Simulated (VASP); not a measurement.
A run of VASP 6.6.1 is set up as follows.

INCAR

```
SYSTEM = Ti3Sb2Se3
PREC = Accurate
ENCUT = 520
EDIFF = 1E-6
ISMEAR = 0
SIGMA = 0.1
LREAL = .False.
LASPH = .True.
NELM = 100
ALGO = Normal
ISIF = 2
LWAVE = .False.
LCHARG = .False.
GGA = PE
NBANDS = 42
```

The input KPOINTS:

```
Automatic mesh
0
Gamma
  12 12 2
  0 0 0
```

POSCAR

```
Ti3Sb2Se3
1.0
    3.4886307168      0.0000000000      0.0000000000
   -1.7443153584      3.0212428251      0.0000000000
    0.0000000000      0.0000000000     15.7427436816
Ti Sb Se
3 2 3
Direct
    0.6666666667      0.3333333333      0.0953104746
    0.3333333333      0.6666666667      0.9046895254
    0.0000000000      0.0000000000      0.5000000000
    0.3333333333      0.6666666667      0.2226911138
    0.6666666667      0.3333333333      0.7773088862
    0.0000000000      0.0000000000      0.0000000000
    0.3333333333      0.6666666667      0.5988765117
    0.6666666667      0.3333333333      0.4011234883
```

Potentials or basis: VASP PAW PBE potentials, release 64 (Ti_sv, Sb, Se).

Launch:

```console
$ cat potpaw_PBE.64/Ti_sv/POTCAR potpaw_PBE.64/Sb/POTCAR potpaw_PBE.64/Se/POTCAR > POTCAR
$ mpirun -np 1 vasp_std > vasp.out
```

Q: What does it give for the largest force?

A: 0.024 eV/Å.

Q: What does it give for the band gap on the k mesh?

A: Zero (bands 32 and 33 overlap by 0.35 eV).

Q: What does it give for the pressure?

A: 3.9 GPa.

Forces on the atoms (eV/Å):
```
Ti   0.000  0.000  0.014
Ti   0.000  0.000 -0.014
Ti   0.000  0.000  0.000
Sb   0.000  0.000  0.015
Sb   0.000  0.000 -0.015
Se   0.000  0.000  0.000
Se   0.000  0.000  0.024
Se   0.000  0.000 -0.024
```

Caveat: the cell stands under pressure; spin-orbit coupling is left out, which moves the levels of the heavy elements.
